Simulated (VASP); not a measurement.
**ZrB2: electric field gradients with LDA**

ZrB2:

```xyz
3
Lattice="2.5141 0.0000 0.0000 -1.2570 2.1772 0.0000 0.0000 0.0000 2.8195" Properties=species:S:1:pos:R:3 pbc="T T T"
Zr    0.0000    0.0000    0.0000
B     0.0000    1.4515    1.4098
B     1.2570    0.7257    1.4098
```

This cell differs from its parent crystal: volume scaled by 0.5.

| Quantity | Value |
| --- | --- |
| Program | VASP 6.6.1 |
| Task | electric field gradients |
| Functional | LDA |
| Potentials or basis | VASP PAW LDA potentials, release 64 (Zr_sv, B) |
| Cutoff | 520 eV |
| k mesh | 13 × 13 × 10 |
| Occupations | fermi-dirac, width 0.05 eV |
| Spin | no spin polarisation |
| Dipole correction | no |
| Further INCAR settings | ALGO = Normal; EDIFF = 1e-08; NBANDS = 16 |

| Property | Result |
| --- | --- |
| Pressure | 569.4 GPa |
| Band gap on the k mesh | zero (band 9 reaches 22.88 eV, above the bottom of band 10 at 19.32 eV) |

Stress tensor (GPa, compression positive):
```
560.79   0.00   0.00
  0.00 560.79   0.00
  0.00   0.00 586.57
```

Levels at points of the mesh, in eV from the Fermi level:
```csv
k point,band 6,band 7,band 8,band 9,band 10,band 11,band 12,band 13
"(0.00, 0.00, 0.00)",-5.04,-5.04,-4.93,-0.54,6.90,6.90,7.87,7.87
"(0.00, 0.00, 0.50)",-7.33,-1.92,-1.92,-0.04,-0.04,0.50,0.50,2.96
```

Electric field gradients, principal values (V/Å²):
```
atom   least  middle  greatest (by size)
1 Zr  63.896  63.896            -127.791
 2 B  -3.914  -3.914               7.828
 3 B  -3.914  -3.914               7.828
```

Run time: 24 s on 1 thread of Intel(R) Xeon(R) Platinum 8488C (Sapphire Rapids) (shared host), peak memory 0.14 GiB.

Caveat: without QUAD_EFG the Cq values of the log hold for a quadrupole moment of 1 mb, not for the nuclei.
